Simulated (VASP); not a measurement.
Crystal: KCl.

```
K Cl
1.0
     3.83447    0.00000    0.00000
     0.00000    3.83447    0.00000
     0.00000    0.00000    3.83447
K Cl
1 1
Direct
  0.00000 0.00000 0.00000
  0.50000 0.50000 0.50000
```

| Quantity | Value |
| --- | --- |
| Program | VASP 6.6.1 |
| Task | relaxation of cell and atoms |
| Functional | LDA |
| Potentials or basis | VASP PAW LDA potentials, release 64 (K_sv, Cl) |
| Cutoff | 600 eV |
| k mesh | 6 × 6 × 6 |
| Occupations | fermi-dirac, width 0.02 eV |
| Spin | no spin polarisation |

At the start: pressure -3.0 GPa; volume 28.19 Å³/atom.

Question: Where does the relaxation end?

Answer: Over 18 steps the energy falls by 44.5 meV/atom and the volume is 24.17 Å³/atom (-14.2 %); space group Pm-3m (No. 221, to 0.05 Å).

The path:
```
step  energy change (eV)  largest force (eV/Å)  pressure (GPa)  volume (Å³)
   1              0.0000                0.0000           -3.04        56.38
   2             -0.0659                0.0000           -1.81        52.12
   3             -0.0887                0.0000           -0.26        48.78
   4             -0.0890                0.0000            0.04        48.27
   5             -0.0890                0.0000           -0.05        48.43
   6             -0.0890                0.0000           -0.06        48.43
   7             -0.0890                0.0000           -0.06        48.42
   8             -0.0890                0.0000           -0.05        48.42
   9             -0.0890                0.0000           -0.05        48.42
  10             -0.0890                0.0000           -0.05        48.42
  11             -0.0890                0.0000           -0.06        48.42
  12             -0.0890                0.0000           -0.06        48.42
  13             -0.0890                0.0000           -0.06        48.42
  14             -0.0890                0.0000           -0.05        48.42
  15             -0.0890                0.0000           -0.05        48.41
  16             -0.0890                0.0000           -0.05        48.40
  17             -0.0890                0.0000           -0.04        48.39
  18             -0.0890                0.0000           -0.01        48.35
```

Final structure:
```yaml
crystal:
  lattice:
    - [3.64301, 0.00000, 0.00000]
    - [0.00000, 3.64301, 0.00000]
    - [0.00000, 0.00000, 3.64301]
  atoms:
    - { symbol: K, position: [0.00000, 0.00000, 0.00000] }
    - { symbol: Cl, position: [0.50000, 0.50000, 0.50000] }
```
